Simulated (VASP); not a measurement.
Set up this calculation in VASP 6.6.1, as the native input.

* Task: single point
* Functional: r2SCAN
* Potentials or basis: VASP PAW PBE potentials, release 64 (Co, O)
* Cutoff: 520 eV
* k mesh: 11 × 11 × 11
* Occupations: fermi-dirac, width 0.05 eV
* Spin: collinear spin, ferromagnetic start
* Starting moments: [2.0, 0.0] μB
* Dipole correction: no
* Further INCAR settings: ALGO = Normal; EDIFF = 1e-06; NBANDS = 18

CoO:

```
Co O
1.0
     1.49537    0.86335    2.42355
    -1.49537    0.86335    2.42355
     0.00000   -1.72670    2.42355
Co O
1 1
Cartesian
  0.0000 0.0000 0.0000
  0.0000 0.0000 3.6353
```

One way to write it, as run:

POSCAR

```
CoO
1.0
    1.4953654176      0.8633496264      2.4235510644
   -1.4953654176      0.8633496264      2.4235510644
    0.0000000000     -1.7266992528      2.4235510644
Co O
1 1
Direct
    0.0000000000      0.0000000000      0.0000000000
    0.5000000000      0.5000000000      0.5000000000
```

INCAR.step1

```
SYSTEM = CoO
PREC = Accurate ; ENCUT = 520
ISMEAR = -1 ; SIGMA = 0.05
LREAL = .False. ; LASPH = .True.
NELM = 150 ; ISPIN = 2
MAGMOM = 2 0 ; LMAXMIX = 4
NBANDS = 18 ; GGA = PE
ALGO = Normal ; EDIFF = 1E-4
LWAVE = .True. ; LCHARG = .False.
```

INCAR.step2

```
SYSTEM = CoO
PREC = Accurate ; ENCUT = 520
EDIFF = 1E-6 ; ISMEAR = -1
SIGMA = 0.05 ; LREAL = .False.
LASPH = .True. ; NELM = 150
ALGO = Normal ; ISIF = 2
LWAVE = .False. ; LCHARG = .True.
ISPIN = 2 ; MAGMOM = 2 0
LORBIT = 11 ; LMAXMIX = 4
METAGGA = R2SCAN ; LMIXTAU = .True.
LELF = .True. ; LVHAR = .True.
NBANDS = 18 ; ISTART = 1
```

KPOINTS

```
Automatic mesh
0
Gamma
  11 11 11
  0 0 0
```

Potentials or basis: VASP PAW PBE potentials, release 64 (Co, O).

Run with:

```bash
$ cat potpaw_PBE.64/Co/POTCAR potpaw_PBE.64/O/POTCAR > POTCAR
$ cp INCAR.step1 INCAR
$ mpirun -np 1 vasp_std > vasp.out
$ cp INCAR.step2 INCAR
$ mpirun -np 1 vasp_std > vasp.out
```

It gave:

* Pressure: 0.1 GPa
* Band gap on the k mesh: zero (filled and empty bands overlap)
* Net moment: 3.00 μB per cell
* Site moments: Co +2.69; O +0.29 μB
* Valence electrons inside the program's atomic spheres: Co 7.82; O 5.05

Caveat: the PAW data sets were made with another functional, which shifts forces and pressure a little; a cell with one magnetic atom can't hold antiferromagnetic order, which such compounds often take; semilocal functionals often make such compounds metallic where correlation or magnetic order opens a gap, which also shifts bond lengths.

Wall time 9.9 min on 1 thread of Intel Xeon 8259CL, on a shared host, peak memory 0.22 GiB.
